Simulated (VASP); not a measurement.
# ScBe3 (I4/mmm) in VASP: single point with r2SCAN

Aim: the single point of ScBe3 with r2SCAN.

Everything below comes from runs of VASP 6.6.1. Logs are shortened: lines on timing, memory, paths and dates and some standing lists are left out, and cuts for length are marked.

**1. The cell of the first run**

The typed cell holds 4 atoms: a = 4.035 Å, b = 4.035 Å, c = 4.035 Å, α = 120.08°, β = 120.08°, γ = 89.86°.

**2. Single point, r2SCAN**

The input, POSCAR:

```
ScBe3
1.0
   -2.0152578969      2.0152578969      2.8570066270
    2.0152578969     -2.0152578969      2.8570066270
    2.0152578969      2.0152578969     -2.8570066270
Sc Be
1 3
Direct
    0.0000000000      0.0000000000      0.0000000000
    0.5000000000      0.5000000000      0.0000000000
    0.2500000000      0.7500000000      0.5000000000
    0.7500000000      0.2500000000      0.5000000000
```

The input, INCAR.step1:

```
PREC = Accurate
ENCUT = 520
ISMEAR = 0
SIGMA = 0.1
LREAL = False
LASPH = True
NELM = 100
NBANDS = 16
GGA = PE
ALGO = Normal
EDIFF = 1E-4
LWAVE = True
LCHARG = False
```

The input, INCAR.step2:

```
PREC = Accurate
ENCUT = 520
EDIFF = 1E-6
ISMEAR = 0
SIGMA = 0.1
LREAL = False
LASPH = True
NELM = 100
ALGO = Normal
ISIF = 2
LWAVE = False
LCHARG = False
METAGGA = R2SCAN
LMIXTAU = True
NBANDS = 16
ISTART = 1
```

The input, KPOINTS:

```
Automatic mesh
0
Gamma
  8 8 8
```

Potentials or basis: VASP PAW PBE potentials, release 64 (Sc_sv, Be).

The run is started by

```
cat potpaw_PBE.64/Sc_sv/POTCAR potpaw_PBE.64/Be/POTCAR > POTCAR
cp INCAR.step1 INCAR
mpirun -np 1 vasp_std > vasp.out
cp INCAR.step2 INCAR
mpirun -np 1 vasp_std > vasp.out
```

OUTCAR:

```text
PREC = Accurate
   ENCUT = 520
   EDIFF = 1E-6
   ISMEAR = 0
   LREAL = False
   LASPH = True
   NELM = 100
   ISIF = 2
   METAGGA = R2SCAN
   ISTART = 1

 ion  position               nearest neighbor table
   1  0.000  0.000  0.000-   3 2.47   4 2.47   3 2.47   4 2.47   4 2.47   3 2.47   4 2.47   3 2.47
                             2 2.85   2 2.85   2 2.85   2 2.85   2 2.86   2 2.86
   2  0.500  0.500  0.000-   1 2.85   1 2.85   1 2.85   1 2.85   1 2.86   1 2.86
   3  0.250  0.750  0.500-   1 2.47   1 2.47   1 2.47   1 2.47
   4  0.750  0.250  0.500-   1 2.47   1 2.47   1 2.47   1 2.47

  LATTYP: Found a body centered tetragonal cell.
 ALAT       =     4.0305157938
 C/A-ratio  =     1.4176878460

  Lattice vectors:

 A1 = (  -2.0152578969,   2.0152578969,   2.8570066270)
 A2 = (   2.0152578969,  -2.0152578969,   2.8570066270)
 A3 = (   2.0152578969,   2.0152578969,  -2.8570066270)

Analysis of symmetry for initial positions (statically):
=====================================================================
 Subroutine PRICEL returns:
 Original cell was already a primitive cell.

 Routine SETGRP: Setting up the symmetry group for a
 body centered tetragonal supercell.

 Subroutine GETGRP returns: Found 16 space group operations
 (whereof 16 operations were pure point group operations)
 out of a pool of 16 trial point group operations.

The static configuration has the point symmetry D_4h.

Analysis of symmetry for dynamics (positions and initial velocities):
=====================================================================
 Subroutine PRICEL returns:
 Original cell was already a primitive cell.

 Routine SETGRP: Setting up the symmetry group for a
 body centered tetragonal supercell.

 Subroutine GETGRP returns: Found 16 space group operations
 (whereof 16 operations were pure point group operations)
 out of a pool of 16 trial point group operations.

The dynamic configuration has the point symmetry D_4h.

 Subroutine INISYM returns: Found 16 space group operations
 (whereof 16 operations are pure point group operations),
 and found     1 'primitive' translations

----------------------------------------------------------------------------------------

                                     Primitive cell

  volume of cell :      46.4122

  direct lattice vectors                    reciprocal lattice vectors
    -2.015257897  2.015257897  2.857006627     0.000000000  0.248107203  0.175008344
     2.015257897 -2.015257897  2.857006627     0.248107203  0.000000000  0.175008344
     2.015257897  2.015257897 -2.857006627     0.248107203  0.248107203  0.000000000

  length of vectors
     4.035469694  4.035469694  4.035469694     0.303620001  0.303620001  0.350876571

  position of ions in fractional coordinates (direct lattice)
     0.000000000  0.000000000  0.000000000
     0.500000000  0.500000000  0.000000000
     0.250000000  0.750000000  0.500000000
     0.750000000  0.250000000  0.500000000

  ion indices of the primitive-cell ions
   primitive index   ion index
                 1           1
                 2           2
                 3           3
                 4           4

----------------------------------------------------------------------------------------

 KPOINTS: Automatic mesh

Automatic generation of k-mesh.
 Grid dimensions read from file:
 generate k-points for:    8    8    8

 Generating k-lattice:

  Cartesian coordinates                     Fractional coordinates (reciprocal lattice)
     0.000000000  0.031013400  0.021876043     0.125000000  0.000000000  0.000000000
     0.031013400  0.000000000  0.021876043     0.000000000  0.125000000  0.000000000
     0.031013400  0.031013400  0.000000000     0.000000000  0.000000000  0.125000000

  Length of vectors
     0.037952500  0.037952500  0.043859571

  Shift w.r.t. Gamma in fractional coordinates (k-lattice)
     0.000000000  0.000000000  0.000000000

 Subroutine IBZKPT returns following result:
 ===========================================

 Found     59 irreducible k-points:

 Following reciprocal coordinates:
            Coordinates               Weight
  0.000000  0.000000  0.000000      1.000000
  0.125000  0.000000 -0.000000      8.000000
  0.250000  0.000000 -0.000000      8.000000
  0.375000  0.000000 -0.000000      8.000000
  0.500000  0.000000 -0.000000      4.000000
  0.125000  0.125000 -0.000000      8.000000
[... 16 lines left out ...]
  0.250000  0.125000  0.125000     16.000000
  0.375000  0.125000  0.125000      8.000000
 [... further k-points ...]
   k-points           NKPTS =     59   k-points in BZ     NKDIM =     59   number of bands    NBANDS=     16
   number of dos      NEDOS =    301   number of ions     NIONS =      4
   total plane-waves  NPLWV =  27000
   dimension x,y,z NGX =    30 NGY =   30 NGZ =   30
   dimension x,y,z NGXF=    60 NGYF=   60 NGZF=   60
   ions per type =               1   3
   NGX,Y,Z   is equivalent  to a cutoff of  12.36, 12.36, 12.36 a.u.
   NGXF,Y,Z  is equivalent  to a cutoff of  24.72, 24.72, 24.72 a.u.
 SYSTEM =  unknown system
   PREC   = accura    normal or accurate (medium, high low for compatibility)
   ISTART =      1    job   : 0-new  1-cont  2-samecut
   ICHARG =      0    charge: 1-file 2-atom 10-const
   ISPIN  =      1    spin polarized calculation?
   LNONCOLLINEAR =      F non collinear calculations
   LSORBIT =      F    spin-orbit coupling
   LASPH  =      T    aspherical Exc in radial PAW
   ENCUT  =  520.0 eV  38.22 Ry    6.18 a.u.   7.50  7.50  7.50*2*pi/ulx,y,z
   NELM   =    100;   NELMIN=  2; NELMDL=  0     # of ELM steps
   EDIFF  = 0.1E-05   stopping-criterion for ELM
   LREAL  =      F    real-space projection
   EDIFFG = 0.1E-04   stopping-criterion for IOM
   NSW    =      0    number of steps for IOM
   IBRION =     -1    ionic relax: 0-MD 1-quasi-New 2-CG
   NFREE  =      0    steps in history (QN), initial steepest desc. (CG)
   ISIF   =      2    stress and relaxation
   ISYM   =      2    0-nonsym 1-usesym 2-fastsym
   POTIM  = 0.5000    time-step for ionic-motion
   TEBEG  =    0.0;   TEEND  =   0.0 temperature during run
   PSTRESS=    0.0 pullay stress
   NELECT =      17.0000    total number of electrons
   NUPDOWN=      -1.0000    fix difference up-down
   EMIN   =  10.00;   EMAX   =-10.00  energy-range for DOS
   EFERMI =   0.00;   METHOD = LEGACY
   ISMEAR =     0;   SIGMA  =   0.10  broadening in eV -4-tet -1-fermi 0-gaus
   EFERMI_NEDOS =   21; number of points for ismear=-14 and -15
   IALGO  =     38    algorithm
   IMIX   =      4    mixing-type and parameters
     AMIX     =   0.40;   BMIX     =  1.00
     AMIX_MAG =   1.60;   BMIX_MAG =  1.00
  volume/ion in A,a.u.               =      11.60        78.30
  Fermi-wavevector in a.u.,A,eV,Ry     =   1.171333  2.213498 18.667473  1.372021
  Thomas-Fermi vector in A             =   2.307778
   LORBIT       =      0    0 simple, 1 ext, 2 COOP (PROOUT), +10 PAW based schemes
   METAGGA = R2SCAN    functional components
   LHFCALC =     F    Hartree Fock is set to
   AEXX    =    0.0000 exact exchange contribution
   IVDW    =     0    specifies the selected vdW correction
   LEPSILON=     F    determine dielectric tensor
   LRPA    =     F    only Hartree local field effects (RPA)
 non-spin polarized calculation
 Gauss-broadening in eV      SIGMA  =   0.10
  energy-cutoff  :      520.00
  volume of cell :       46.41
 maximum number of plane-waves:      1283
 NGX is ok and might be reduce to    30
   NGX = 15   NGY = 15   NGZ = 15

 number of electron      16.9999996 magnetization

 Free energy of the ion-electron system (eV)
  ---------------------------------------------------
  ext. energy  EPLUGINS =         0.00000000
  ---------------------------------------------------
  free energy    TOTEN  =       -24.30070383 eV

  energy without entropy =      -24.28435147  energy(sigma->0) =      -24.29252765

 E-fermi :   5.3984     XC(G=0): -11.1928

 val. band max:        5.3905334456   @ k =  -0.1250   0.1250   0.1250
 cond. band min:       5.4027156671   @ k =   0.3750   0.2500   0.1250
 fundamental gap:      0.0121822216
 Fermi energy:         5.3984149863

 k-point     1 :       0.0000    0.0000    0.0000
  band No.  band energies     occupation
      1     -45.3518      2.00000
      2     -23.1009      2.00000
      3     -23.1005      2.00000
      4     -23.1005      2.00000
      5      -3.7064      2.00000
      6       3.8939      2.00000
[... 8 lines left out ...]
     15      13.1458      0.00000
     16      13.1915      0.00000

 k-point     2 :       0.1250    0.0000   -0.0000
  band No.  band energies     occupation
      1     -45.3511      2.00000
      2     -23.1121      2.00000
      3     -23.1026      2.00000
      4     -23.1022      2.00000
      5      -3.4913      2.00000
      6       3.3615      2.00000
[... 8 lines left out ...]
     15      11.5534      0.00000
     16      12.2240      0.00000

 k-point     3 :       0.2500    0.0000   -0.0000
  band No.  band energies     occupation
      1     -45.3494      2.00000
      2     -23.1397      2.00000
      3     -23.1069      2.00000
      4     -23.1065      2.00000
      5      -2.8646      2.00000
      6       2.1752      2.00000
[... 8 lines left out ...]
     15      11.0006      0.00000
     16      11.0225      0.00000

 k-point     4 :       0.3750    0.0000   -0.0000
  band No.  band energies     occupation
      1     -45.3477      2.00000
      2     -23.1670      2.00000
      3     -23.1112      2.00000
      4     -23.1106      2.00000
      5      -1.8814      2.00000
      6       0.7787      2.00000
[... 8 lines left out ...]
     15      11.8682      0.00000
     16      11.8847      0.00000

 k-point     5 :       0.5000    0.0000   -0.0000
  band No.  band energies     occupation
      1     -45.3470      2.00000
      2     -23.1783      2.00000
      3     -23.1129      2.00000
      4     -23.1124      2.00000
      5      -0.7153      2.00000
      6      -0.5346      2.00000
[... 8 lines left out ...]
     15      12.2606      0.00000
     16      12.2752      0.00000

 k-point     6 :       0.1250    0.1250   -0.0000
  band No.  band energies     occupation
      1     -45.3501      2.00000
      2     -23.1254      2.00000
      3     -23.1101      2.00000
      4     -23.1034      2.00000
      5      -3.1399      2.00000
      6       2.9788      2.00000
[... 8 lines left out ...]
     15      11.1330      0.00000
     16      11.9960      0.00000
[... 267 lines left out ...]
 k-point    21 :       0.5000    0.5000   -0.0000
  band No.  band energies     occupation
      1     -45.3453      2.00000
      2     -23.1718      2.00000
      3     -23.1330      2.00000
      4     -23.1330      2.00000
      5      -0.2051      2.00000
      6       0.6572      2.00000
[... 8 lines left out ...]
     15      13.5081      0.00000
     16      15.4570      0.00000

 k-point    22 :       0.1250    0.1250    0.1250
  band No.  band energies     occupation
      1     -45.3481      2.00000
      2     -23.1459      2.00000
      3     -23.1219      2.00000
      4     -23.1121      2.00000
      5      -2.3299      2.00000
      6       2.4104      2.00000
[... 8 lines left out ...]
     15      11.1422      0.00000
     16      11.8573      0.00000

 k-point    23 :       0.2500    0.1250    0.1250
  band No.  band energies     occupation
      1     -45.3467      2.00000
      2     -23.1614      2.00000
      3     -23.1302      2.00000
      4     -23.1172      2.00000
      5      -1.3792      2.00000
      6       1.1843      2.00000
[... 8 lines left out ...]
     15      11.9813      0.00000
     16      12.8482      0.00000

 k-point    24 :       0.3750    0.1250    0.1250
  band No.  band energies     occupation
      1     -45.3462      2.00000
      2     -23.1683      2.00000
      3     -23.1325      2.00000
      4     -23.1201      2.00000
      5      -0.2237      2.00000
      6      -0.1059      2.00000
[... 8 lines left out ...]
     15      12.7111      0.00000
     16      12.7974      0.00000

 [... further k-points ...]

------------------------ aborting loop because EDIFF is reached ----------------------------------------

  FORCE on cell =-STRESS in cart. coord.  units (eV):
  Direction    XX          YY          ZZ          XY          YZ          ZX
  --------------------------------------------------------------------------------------
  -------------------------------------------------------------------------------------
  Total        0.0623154      0.0623154      0.0273858      0.0000000      0.0000000      0.0000000
  in kB        2.1511649      2.1511649      0.9453745      0.0000000      0.0000000      0.0000000
  external PRESSURE =       1.7492348 kB  Pullay stress =       0.0000000 kB

 VOLUME and BASIS-vectors are now :
 -----------------------------------------------------------------------------
  energy-cutoff  :      520.00
  volume of cell :       46.41
      direct lattice vectors                 reciprocal lattice vectors
    -2.015257897  2.015257897  2.857006627     0.000000000  0.248107203  0.175008344
     2.015257897 -2.015257897  2.857006627     0.248107203  0.000000000  0.175008344
     2.015257897  2.015257897 -2.857006627     0.248107203  0.248107203  0.000000000

 POSITION                                       TOTAL-FORCE (eV/Angst)
 -----------------------------------------------------------------------------------
      0.00000      0.00000      0.00000         0.000000     -0.000000     -0.000000
      0.00000      0.00000      2.85701         0.000000     -0.000000     -0.000000
      2.01526     -0.00000      1.42850         0.000000     -0.000000      0.000000
     -0.00000      2.01526      1.42850        -0.000000      0.000000      0.000000
 -----------------------------------------------------------------------------------
    total drift:                               -0.000000      0.000000      0.000000

  FREE ENERGIE OF THE ION-ELECTRON SYSTEM (eV)
  ---------------------------------------------------
  free  energy   TOTEN  =       -24.3007038277 eV

  energy  without entropy=      -24.2843514655  energy(sigma->0) =      -24.29252765
```

Wall time 3.4 min (1 thread of AMD EPYC 9755, shared host); peak memory 0.16 GiB.

What came out:

```yaml
Free_energy: -24.3007 eV
Pressure: 0.2 GPa
Band_gap_on_the_k_mesh: zero (an odd number of electrons rules out a gap without spin polarisation)
```

Stress tensor (GPa, compression positive):
```
0.22 0.00 0.00
0.00 0.22 0.00
0.00 0.00 0.09
```

Caveat: the PAW data sets were made with another functional, which shifts forces and pressure a little.
